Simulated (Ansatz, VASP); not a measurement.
**TiAl, level by level in two programs**

```
Ti Al
1.0
     3.17906    0.00000    0.00000
     0.00000    3.17906    0.00000
     0.00000    0.00000    3.17906
Ti Al
1 1
Cartesian
  0.0000 0.0000 0.0000
  1.5895 1.5895 1.5895
```

Single points on this cell with VASP 6.6.1 and Ansatz 0.2.0. Each row is one pair of runs. Alike in all rows: spin: off.

```tsv
level	k mesh	smearing	VASP's potentials, cutoff	Ansatz's potentials, cutoff	gap on the k mesh at the Fermi level (eV), VASP	gap on the k mesh at the Fermi level (eV), Ansatz	pressure (GPa), VASP	pressure (GPa), Ansatz
PBE0	6 × 6 × 6	fermi-dirac, width 0.05 eV	VASP PAW PBE potentials, release 64 (Ti_sv, Al), 520 eV	Ansatz PAW, 420 eV	none	none	-2.7	-2.4
PBE0	4 × 4 × 4	fermi-dirac, width 0.05 eV	VASP PAW PBE potentials, release 64 (Ti_sv, Al), 520 eV	Ansatz PAW, 420 eV	none	none	-1.2	-0.8
PBE-based screened hybrid	6 × 6 × 6	fermi-dirac, width 0.01 eV	VASP PAW PBE potentials, release 64 (Ti_sv, Al), 400 eV	JTH PAW, 1230 eV	none	none	-2.3	-1.5
```

Pressure (GPa): the two programs differ by at most 0.81.

A gap of «none» marks a metal or a gap that the smearing closes.

The k mesh is coarse in some rows, so the values compare programs but aren't converged.
